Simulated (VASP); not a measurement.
# BaZn2B2 (P4/nmm) in VASP: a series of runs

The runs below take BaZn2B2 through single point, with PBE.

Everything below comes from runs of VASP 6.6.1. Logs are shortened: lines on timing, memory, paths and dates and some standing lists are left out, and cuts for length are marked.

**1. The cell of the first run**

It takes space group P4/nmm (No. 129, tetragonal). Conventional cell: a = 4.149 Å, b = 4.149 Å, c = 10.024 Å, α = 90.00°, β = 90.00°, γ = 90.00°. Within 3.3 Å of B (site symmetry 4mm) lie 5 Zn at 2.47 to 2.53 Å and 4 Ba at 3.15 Å. B (site symmetry -4m2) has 4 Zn at 2.37 Å and 4 B at 2.93 Å within 3.1 Å. Within 3.1 Å of Zn (site symmetry 4mm) lie 5 B at 2.37 to 2.53 Å. Zn (site symmetry -4m2) has 4 B at 2.47 Å and 4 Zn at 2.93 Å and 4 Ba at 3.24 Å within 3.3 Å. Within 4.2 Å of Ba (site symmetry 4mm) lie 9 B at 3.15 to 3.83 Å and 9 Zn at 3.24 to 3.67 Å and 4 Ba at 4.15 Å.

**2. Single point, PBE**

Contents of INCAR:

```
SYSTEM = BaZn2B2
PREC = Accurate
ENCUT = 520
EDIFF = 1E-6
ISMEAR = 1
SIGMA = 0.2569
LREAL = .FALSE.
LASPH = .TRUE.
NELM = 80
ALGO = Normal
ISIF = 2
LWAVE = .FALSE.
LCHARG = .FALSE.
GGA = PE
NBANDS = 51
```

Contents of KPOINTS:

```
regular mesh
0
G
  6 6 3
  0 0 0
```

Contents of POSCAR:

```
BaZn2B2
1.0
    4.1493580000      0.0000000000      0.0000000000
    0.0000000000      4.1493580000      0.0000000000
    0.0000000000      0.0000000000     10.0239290000
B Zn Ba
4 4 2
Direct
    0.0000000000      0.5000000000      0.8660000000
    0.5000000000      0.0000000000      0.1340000000
    0.0000000000      0.0000000000      0.5000000000
    0.5000000000      0.5000000000      0.5000000000
    0.0000000000      0.5000000000      0.6140000000
    0.5000000000      0.0000000000      0.3860000000
    0.0000000000      0.0000000000      0.0000000000
    0.5000000000      0.5000000000      0.0000000000
    0.0000000000      0.5000000000      0.2480000000
    0.5000000000      0.0000000000      0.7520000000
```

Potentials or basis: VASP PAW PBE potentials, release 64 (B, Zn, Ba_sv).

On the command line:

```console
> cat potpaw_PBE.64/B/POTCAR potpaw_PBE.64/Zn/POTCAR potpaw_PBE.64/Ba_sv/POTCAR > POTCAR
> mpirun -np 1 vasp_std > vasp.out
```

OUTCAR:

```text
SYSTEM = BaZn2B2
   PREC = Accurate
   ENCUT = 520
   EDIFF = 1E-6
   ISMEAR = 1
   LREAL = .FALSE.
   LASPH = .TRUE.
   NELM = 80
   ISIF = 2
   GGA = PE

 ion  position               nearest neighbor table
   1  0.000  0.500  0.866-   7 2.47   8 2.47   7 2.47   8 2.47   5 2.53  10 3.15  10 3.15  10 3.15
                            10 3.15
   2  0.500  0.000  0.134-   7 2.47   8 2.47   8 2.47   7 2.47   6 2.53   9 3.15   9 3.15   9 3.15
                             9 3.15
   3  0.000  0.000  0.500-   5 2.37   6 2.37   5 2.37   6 2.37   9 3.27   9 3.27  10 3.27  10 3.27

   4  0.500  0.500  0.500-   5 2.37   6 2.37   6 2.37   5 2.37   9 3.27  10 3.27  10 3.27   9 3.27

   5  0.000  0.500  0.614-   3 2.37   4 2.37   3 2.37   4 2.37   1 2.53  10 3.24  10 3.24  10 3.24
                            10 3.24   9 3.67
   6  0.500  0.000  0.386-   3 2.37   4 2.37   4 2.37   3 2.37   2 2.53   9 3.24   9 3.24   9 3.24
                             9 3.24  10 3.67
   7  0.000  0.000  0.000-   1 2.47   2 2.47   1 2.47   2 2.47   8 2.93   8 2.93   8 2.93   8 2.93
                             9 3.24  10 3.24  10 3.24   9 3.24
   8  0.500  0.500  0.000-   1 2.47   2 2.47   2 2.47   1 2.47   7 2.93   7 2.93   7 2.93   7 2.93
                             9 3.24  10 3.24   9 3.24  10 3.24
   9  0.000  0.500  0.248-   2 3.15   2 3.15   2 3.15   2 3.15   7 3.24   8 3.24   8 3.24   7 3.24
                             6 3.24   6 3.24   6 3.24   6 3.24   3 3.27   4 3.27   3 3.27   4 3.27
  10  0.500  0.000  0.752-   1 3.15   1 3.15   1 3.15   1 3.15   8 3.24   8 3.24   7 3.24   7 3.24
                             5 3.24   5 3.24   5 3.24   5 3.24   3 3.27   4 3.27   4 3.27   3 3.27

  LATTYP: Found a simple tetragonal cell.
 ALAT       =     4.1493580000
 C/A-ratio  =     2.4157782963

  Lattice vectors:

 A1 = (   4.1493580000,   0.0000000000,   0.0000000000)
 A2 = (   0.0000000000,   4.1493580000,   0.0000000000)
 A3 = (   0.0000000000,   0.0000000000,  10.0239290000)

Analysis of symmetry for initial positions (statically):
=====================================================================
 Subroutine PRICEL returns:
 Original cell was already a primitive cell.

 Routine SETGRP: Setting up the symmetry group for a
 simple tetragonal supercell.

 Subroutine GETGRP returns: Found 16 space group operations
 (whereof  8 operations were pure point group operations)
 out of a pool of 16 trial point group operations.

The static configuration has the point symmetry D_2d.
 The point group associated with its full space group is D_4h.

Analysis of symmetry for dynamics (positions and initial velocities):
=====================================================================
 Subroutine PRICEL returns:
 Original cell was already a primitive cell.

 Routine SETGRP: Setting up the symmetry group for a
 simple tetragonal supercell.

 Subroutine GETGRP returns: Found 16 space group operations
 (whereof  8 operations were pure point group operations)
 out of a pool of 16 trial point group operations.

The dynamic configuration has the point symmetry D_2d.
 The point group associated with its full space group is D_4h.

 Subroutine INISYM returns: Found 16 space group operations
 (whereof  8 operations are pure point group operations),
 and found     1 'primitive' translations

----------------------------------------------------------------------------------------

                                     Primitive cell

  volume of cell :     172.5837

  direct lattice vectors                    reciprocal lattice vectors
     4.149358000  0.000000000  0.000000000     0.241001138  0.000000000  0.000000000
     0.000000000  4.149358000  0.000000000     0.000000000  0.241001138  0.000000000
     0.000000000  0.000000000 10.023929000     0.000000000  0.000000000  0.099761281

  length of vectors
     4.149358000  4.149358000 10.023929000     0.241001138  0.241001138  0.099761281

  position of ions in fractional coordinates (direct lattice)
     0.000000000  0.500000000  0.866000000
     0.500000000  0.000000000  0.134000000
     0.000000000  0.000000000  0.500000000
     0.500000000  0.500000000  0.500000000
     0.000000000  0.500000000  0.614000000
     0.500000000  0.000000000  0.386000000
     0.000000000  0.000000000  0.000000000
     0.500000000  0.500000000  0.000000000
     0.000000000  0.500000000  0.248000000
     0.500000000  0.000000000  0.752000000

  ion indices of the primitive-cell ions
   primitive index   ion index
                 1           1
                 2           2
                 3           3
                 4           4
                 5           5
                 6           6
                 7           7
                 8           8
                 9           9
                10          10

----------------------------------------------------------------------------------------

 KPOINTS: regular mesh

Automatic generation of k-mesh.
 Grid dimensions read from file:
 generate k-points for:    6    6    3

 Generating k-lattice:

  Cartesian coordinates                     Fractional coordinates (reciprocal lattice)
     0.040166856  0.000000000  0.000000000     0.166666667  0.000000000  0.000000000
     0.000000000  0.040166856  0.000000000     0.000000000  0.166666667  0.000000000
     0.000000000  0.000000000  0.033253760     0.000000000  0.000000000  0.333333333

  Length of vectors
     0.040166856  0.040166856  0.033253760

  Shift w.r.t. Gamma in fractional coordinates (k-lattice)
     0.000000000  0.000000000  0.000000000

 Subroutine IBZKPT returns following result:
 ===========================================

 Found     20 irreducible k-points:

 Following reciprocal coordinates:
            Coordinates               Weight
  0.000000  0.000000  0.000000      1.000000
  0.166667  0.000000  0.000000      4.000000
  0.333333  0.000000  0.000000      4.000000
  0.500000  0.000000  0.000000      2.000000
  0.166667  0.166667  0.000000      4.000000
  0.333333  0.166667  0.000000      8.000000
[... 12 lines left out ...]
  0.500000  0.333333  0.333333      8.000000
  0.500000  0.500000  0.333333      2.000000
   k-points           NKPTS =     20   k-points in BZ     NKDIM =     20   number of bands    NBANDS=     51
   number of dos      NEDOS =    301   number of ions     NIONS =     10
   total plane-waves  NPLWV =  81920
   dimension x,y,z NGX =    32 NGY =   32 NGZ =   80
   dimension x,y,z NGXF=    64 NGYF=   64 NGZF=  160
   ions per type =               4   4   2
   NGX,Y,Z   is equivalent  to a cutoff of  12.82, 12.82, 13.27 a.u.
   NGXF,Y,Z  is equivalent  to a cutoff of  25.64, 25.64, 26.54 a.u.
 SYSTEM =  BaZn2B2
   PREC   = accura    normal or accurate (medium, high low for compatibility)
   ISTART =      0    job   : 0-new  1-cont  2-samecut
   ICHARG =      2    charge: 1-file 2-atom 10-const
   ISPIN  =      1    spin polarized calculation?
   LNONCOLLINEAR =      F non collinear calculations
   LSORBIT =      F    spin-orbit coupling
   LASPH  =      T    aspherical Exc in radial PAW
   ENCUT  =  520.0 eV  38.22 Ry    6.18 a.u.   7.72  7.72 18.64*2*pi/ulx,y,z
   NELM   =     80;   NELMIN=  2; NELMDL= -5     # of ELM steps
   EDIFF  = 0.1E-05   stopping-criterion for ELM
   LREAL  =      F    real-space projection
   EDIFFG = 0.1E-04   stopping-criterion for IOM
   NSW    =      0    number of steps for IOM
   IBRION =     -1    ionic relax: 0-MD 1-quasi-New 2-CG
   NFREE  =      0    steps in history (QN), initial steepest desc. (CG)
   ISIF   =      2    stress and relaxation
   ISYM   =      2    0-nonsym 1-usesym 2-fastsym
   POTIM  = 0.5000    time-step for ionic-motion
   TEBEG  =    0.0;   TEEND  =   0.0 temperature during run
   PSTRESS=    0.0 pullay stress
   NELECT =      80.0000    total number of electrons
   NUPDOWN=      -1.0000    fix difference up-down
   EMIN   =  10.00;   EMAX   =-10.00  energy-range for DOS
   EFERMI =   0.00;   METHOD = LEGACY
   ISMEAR =     1;   SIGMA  =   0.26  broadening in eV -4-tet -1-fermi 0-gaus
   EFERMI_NEDOS =   21; number of points for ismear=-14 and -15
   IALGO  =     38    algorithm
   IMIX   =      4    mixing-type and parameters
     AMIX     =   0.40;   BMIX     =  1.00
     AMIX_MAG =   1.60;   BMIX_MAG =  1.00
  volume/ion in A,a.u.               =      17.26       116.47
  Fermi-wavevector in a.u.,A,eV,Ry     =   1.266985  2.394255 21.840775  1.605252
  Thomas-Fermi vector in A             =   2.400157
   LORBIT       =      0    0 simple, 1 ext, 2 COOP (PROOUT), +10 PAW based schemes
   GGA     = PE    functional components
   LHFCALC =     F    Hartree Fock is set to
   AEXX    =    0.0000 exact exchange contribution
   IVDW    =     0    specifies the selected vdW correction
   LEPSILON=     F    determine dielectric tensor
   LRPA    =     F    only Hartree local field effects (RPA)
 non-spin polarized calculation
 Methfessel and Paxton  Order N= 1 SIGMA  =   0.26
  energy-cutoff  :      520.00
  volume of cell :      172.58
 maximum number of plane-waves:      4668
 NGX is ok and might be reduce to    32
   NGX = 15   NGY = 15   NGZ = 37

 number of electron      79.9999947 magnetization

 Free energy of the ion-electron system (eV)
  ---------------------------------------------------
  ext. energy  EPLUGINS =         0.00000000
  ---------------------------------------------------
  free energy    TOTEN  =       -29.71986820 eV

  energy without entropy =      -29.71354897  energy(sigma->0) =      -29.71776179

 E-fermi :   2.7884     XC(G=0): -10.4924

 val. band max:        2.7790986182   @ k =   0.1667   0.0000   0.0000
 cond. band min:       2.7968702816   @ k =   0.0000   0.0000   0.3333
 fundamental gap:      0.0177716634
 Fermi energy:         2.7883910544

 k-point     1 :       0.0000    0.0000    0.0000
  band No.  band energies     occupation
      1     -23.9225      2.00000
      2     -23.9182      2.00000
      3      -9.8530      2.00000
      4      -9.4898      2.00000
      5      -9.0916      2.00000
      6      -9.0916      2.00000
[... 43 lines left out ...]
     50       6.9216     -0.00000
     51       7.3207     -0.00000
[... 1024 lines left out ...]
     50       8.4232      0.00000
     51       9.0053      0.00000

------------------------ aborting loop because EDIFF is reached ----------------------------------------

  FORCE on cell =-STRESS in cart. coord.  units (eV):
  Direction    XX          YY          ZZ          XY          YZ          ZX
  --------------------------------------------------------------------------------------
  -------------------------------------------------------------------------------------
  Total       -2.9627297     -2.9627297     -2.4445142      0.0000000      0.0000000     -0.0000000
  in kB      -27.5044411    -27.5044411    -22.6935973      0.0000000      0.0000000     -0.0000000
  external PRESSURE =     -25.9008265 kB  Pullay stress =       0.0000000 kB

 VOLUME and BASIS-vectors are now :
 -----------------------------------------------------------------------------
  energy-cutoff  :      520.00
  volume of cell :      172.58
      direct lattice vectors                 reciprocal lattice vectors
     4.149358000  0.000000000  0.000000000     0.241001138  0.000000000  0.000000000
     0.000000000  4.149358000  0.000000000     0.000000000  0.241001138  0.000000000
     0.000000000  0.000000000 10.023929000     0.000000000  0.000000000  0.099761281

 POSITION                                       TOTAL-FORCE (eV/Angst)
 -----------------------------------------------------------------------------------
      0.00000      2.07468      8.68072        -0.000000      0.000000      0.775109
      2.07468      0.00000      1.34321        -0.000000      0.000000     -0.775109
      0.00000      0.00000      5.01196        -0.000000      0.000000      0.000000
      2.07468      2.07468      5.01196        -0.000000      0.000000      0.000000
      0.00000      2.07468      6.15469        -0.000000      0.000000     -0.561131
      2.07468      0.00000      3.86924        -0.000000      0.000000      0.561131
      0.00000      0.00000      0.00000         0.000000     -0.000000      0.000000
      2.07468      2.07468      0.00000        -0.000000      0.000000      0.000000
      0.00000      2.07468      2.48593        -0.000000      0.000000      0.670531
      2.07468      0.00000      7.53799         0.000000      0.000000     -0.670531
 -----------------------------------------------------------------------------------
    total drift:                                0.000000     -0.000000      0.000000

  FREE ENERGIE OF THE ION-ELECTRON SYSTEM (eV)
  ---------------------------------------------------
  free  energy   TOTEN  =       -29.7198681983 eV

  energy  without entropy=      -29.7135489741  energy(sigma->0) =      -29.71776179
```

Run time: 91 s. Hardware: 1 thread of Intel Xeon 6975P-C (Granite Rapids), shared host; peak memory 0.36 GiB.

What came out:

- Free energy: -29.7199 eV
- Pressure: -2.6 GPa
- Largest force: 0.775 eV/Å
- Band gap on the k mesh: zero (bands 40 and 41 overlap by 1.35 eV)

Forces on the atoms (eV/Å):
```
B    0.000  0.000  0.775
B    0.000  0.000 -0.775
B    0.000  0.000  0.000
B    0.000  0.000  0.000
Zn   0.000  0.000 -0.561
Zn   0.000  0.000  0.561
Zn   0.000  0.000  0.000
Zn   0.000  0.000  0.000
Ba   0.000  0.000  0.671
Ba   0.000  0.000 -0.671
```

Caveat: so wide a smearing shifts energies and pressures; spin-orbit coupling is left out, which moves the levels of the heavy elements.

**3. Single point, PBE, collinear spin**

Contents of INCAR:

```
SYSTEM = BaZn2B2
ALGO     = Normal         ! electronic algorithm
EDIFF    = 1E-6           ! SCF threshold, eV
ENCUT    = 520            ! plane-wave cutoff, eV
GGA      = PE             ! functional
ISIF     = 2              ! what is computed and relaxed
ISMEAR   = 1              ! smearing method
ISPIN    = 2              ! spin polarisation
LASPH    = .True.         ! aspherical terms in the spheres
LCHARG   = .False.        ! write CHGCAR
LORBIT   = 11             ! projections on sites
LREAL    = .False.        ! projectors in reciprocal space
LWAVE    = .False.        ! write WAVECAR
MAGMOM   = 0.2 0.2 0.2 0.2 0.2 0.2 0.2 0.2 0.2 0.2 ! initial moments
NBANDS   = 55             ! bands
NELM     = 150            ! most SCF steps
PREC     = Accurate       ! precision mode
SIGMA    = 0.2569         ! smearing width, eV
```

Contents of KPOINTS:

```
k-points
0
Gamma
  4 4 2
  0 0 0
```

POSCAR is that of step 2.

Potentials or basis: VASP PAW PBE potentials, release 64 (B, Zn, Ba_sv).

On the command line:

```console
> cat potpaw_PBE.64/B/POTCAR potpaw_PBE.64/Zn/POTCAR potpaw_PBE.64/Ba_sv/POTCAR > POTCAR
> mpirun -np 1 vasp_std > vasp.out
```

Run time: 3.2 min. Hardware: 1 thread of Intel Xeon 6975P-C (Granite Rapids), shared host; peak memory 0.43 GiB.

Results (log left out):

```yaml
Free_energy: -29.7115 eV
Pressure: -2.9 GPa
Largest_force: 0.785 eV/Å
Band_gap_on_the_k_mesh: zero (filled and empty bands overlap)
Net_moment: 0.00 μB per cell
Valence_electrons_inside_the_program's_atomic_spheres: B 1.53, 1.51 (each value once); Zn 10.79, 10.74 (each value once); Ba 8.07
```

Forces on the atoms (eV/Å):
```
B    0.000  0.000  0.707
B    0.000  0.000 -0.707
B    0.000  0.000  0.000
B    0.000  0.000  0.000
Zn   0.000  0.000 -0.517
Zn   0.000  0.000  0.517
Zn   0.000  0.000  0.000
Zn   0.000  0.000  0.000
Ba   0.000  0.000  0.785
Ba   0.000  0.000 -0.785
```

Stress tensor (GPa, compression positive):
```
-2.41  0.00  0.00
 0.00 -2.41  0.00
 0.00  0.00 -3.77
```

Levels at points of the mesh, in eV from the Fermi level:
Spin up:
| k point | band 36 | band 37 | band 38 | band 39 | band 40 | band 41 | band 42 | band 43 | band 44 | band 45 |
| --- | --- | --- | --- | --- | --- | --- | --- | --- | --- | --- |
| (0.00, 0.00, 0.00) | -1.54 | -0.79 | -0.79 | 0.56 | 0.57 | 1.08 | 1.59 | 1.59 | 2.44 | 3.24 |
| (0.50, 0.00, 0.00) | -1.09 | -0.36 | -0.36 | -0.32 | -0.32 | 0.53 | 0.53 | 1.23 | 1.23 | 3.19 |
| (0.50, 0.50, 0.00) | -3.34 | -1.83 | -1.83 | -1.19 | -1.19 | -0.09 | -0.09 | 3.75 | 3.75 | 4.99 |
| (0.00, 0.00, 0.50) | -0.88 | -0.88 | -0.88 | -0.51 | 0.12 | 1.64 | 1.64 | 1.68 | 2.03 | 3.12 |
| (0.50, 0.00, 0.50) | -2.21 | -0.44 | -0.44 | 0.73 | 0.73 | 0.77 | 0.77 | 1.06 | 1.06 | 2.54 |
| (0.50, 0.50, 0.50) | -3.47 | -1.42 | -1.42 | -0.64 | -0.64 | -0.53 | -0.53 | 2.64 | 2.64 | 4.99 |
Spin down:
| k point | band 38 | band 39 | band 40 | band 41 | band 42 | band 43 |
| --- | --- | --- | --- | --- | --- | --- |
| (0.00, 0.00, 0.00) | -0.79 | 0.56 | 0.57 | 1.08 | 1.58 | 1.58 |
| (0.50, 0.00, 0.00) | -0.36 | -0.32 | -0.32 | 0.53 | 0.53 | 1.23 |
| (0.50, 0.50, 0.00) | -1.83 | -1.19 | -1.19 | -0.09 | -0.09 | 3.75 |
| (0.00, 0.00, 0.50) | -0.88 | -0.51 | 0.12 | 1.64 | 1.64 | 1.68 |
| (0.50, 0.00, 0.50) | -0.44 | 0.73 | 0.73 | 0.77 | 0.77 | 1.06 |
| (0.50, 0.50, 0.50) | -1.42 | -0.64 | -0.64 | -0.53 | -0.53 | 2.64 |

Caveat: the k points lie up to 0.38 Å⁻¹ apart, too coarse for converged energies and pressures of a metal; so wide a smearing shifts energies and pressures; spin-orbit coupling is left out, which moves the levels of the heavy elements.

The gap in the log of VASP goes by the Fermi energy; the results here count the filled bands.